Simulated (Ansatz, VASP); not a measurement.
One calculation of Si, two programs

Contents of INCAR:

```
SYSTEM = Si
  PREC = Accurate
  ENCUT = 520
  EDIFF = 1E-8
  ISMEAR = -1
  SIGMA = 0.05
  LREAL = .False.
  LASPH = .True.
  NELM = 80
  ALGO = Normal
  ISIF = 2
  LWAVE = .False.
  LCHARG = .False.
  LEFG = .True.
  NBANDS = 11
```

The input KPOINTS:

```
Automatic mesh
0
Gamma
  16 16 16
  0 0 0
```

POSCAR

```
Si
1.0
   -2.3056525000      2.3831400000      1.2732375000
    2.2674025000     -2.4213900000      1.2767625000
    2.2345975000      2.3538600000     -1.3442925000
Si
2
Direct
    0.8070000000      0.5570000000      0.2500000000
    0.1930000000      0.4430000000      0.7500000000
```

Input for Ansatz:

```yaml
crystal:
  lattice:
    - [-2.3056525, 2.38314, 1.2732375]
    - [2.2674025, -2.42139, 1.2767625]
    - [2.2345975, 2.35386, -1.3442925]
  atoms:
    - { symbol: Si, position: [0.807, 0.557, 0.25] }
    - { symbol: Si, position: [0.193, 0.443, 0.75] }
kpoints:
  mp_grid: { grid: [16, 16, 16] }
scf:
  occupations: { method: fermi_dirac, width: 0.05 }
hamiltonian:
  xc: lda
  pseudopotentials: { kind: all_electron, datasets: crystal }
output:
  forces: true
  stress: true
  eigenvalues: true
  efg: { contact_densities: true }
```

Change from the starting cell: equal xy, yz and zx shear strains of -3 %, crystal datasets.

Alike in both runs: task electric field gradients; functional LDA; k mesh 16 × 16 × 16; occupations fermi-dirac, width 0.05 eV; no spin polarisation.

|  | VASP | Ansatz |
| --- | --- | --- |
| version | VASP 6.6.1 | Ansatz 0.2.0 |
| potentials or method | VASP PAW LDA potentials, release 64 (Si), cutoff 520 eV | all-electron PAW with datasets made for the crystal, scalar-relativistic |

VASP gave:

| Quantity | Value |
| --- | --- |
| pressure (GPa) | 11.0 |
| traceless stress, the component that is largest in VASP (GPa) | 2.65 |
| rms of the force components (eV/Å) | 0.059 |
| size of Vzz on the site where it differs most (V/Å²) | 26.5 |

Q: Which values does Ansatz return?

A: Pressure (GPa): 10.8; traceless stress, the component that is largest in VASP (GPa): 2.66; rms of the force components (eV/Å): 0.059; size of Vzz on the site where it differs most (V/Å²): 25.7.

LDA's correlation is that of Perdew and Zunger in VASP and of Perdew and Wang (1992) in Ansatz. Atom by atom the forces differ by 0.001 eV/Å (rms over components). Ansatz ran all-electron here, and VASP with PAW potentials.
